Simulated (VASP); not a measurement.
The system is Sn.

```
CELL_PARAMETERS angstrom
0.00000 3.26975 3.26975
3.26975 0.00000 3.26975
3.26975 3.26975 0.00000
ATOMIC_POSITIONS crystal
Sn 0.00000 0.00000 0.00000
Sn 0.25000 0.25000 0.25000
```

Base run:

```yaml
Program: VASP 6.6.1
Functional: r2SCAN
Potentials_or_basis: VASP PAW PBE potentials, release 64 (Sn_d)
Cutoff: 520 eV
k_mesh: 6 × 6 × 6
Occupations: fermi-dirac, width 0.05 eV
Spin: no spin polarisation
```

Its results: band gap on the k mesh zero (filled and empty bands touch); pressure 0.6 GPa.

Task: The run is repeated on the same cell with these changes: functional from r2SCAN to PBEsol. What comes out?

Result: Band gap on the k mesh zero (band 14 reaches 5.34 eV, above the bottom of band 15 at 5.15 eV); pressure 0.0 GPa.

Caveats: the PAW data sets were made with another functional, which shifts forces and pressure a little; spin-orbit coupling is left out, which moves the levels of the heavy elements.
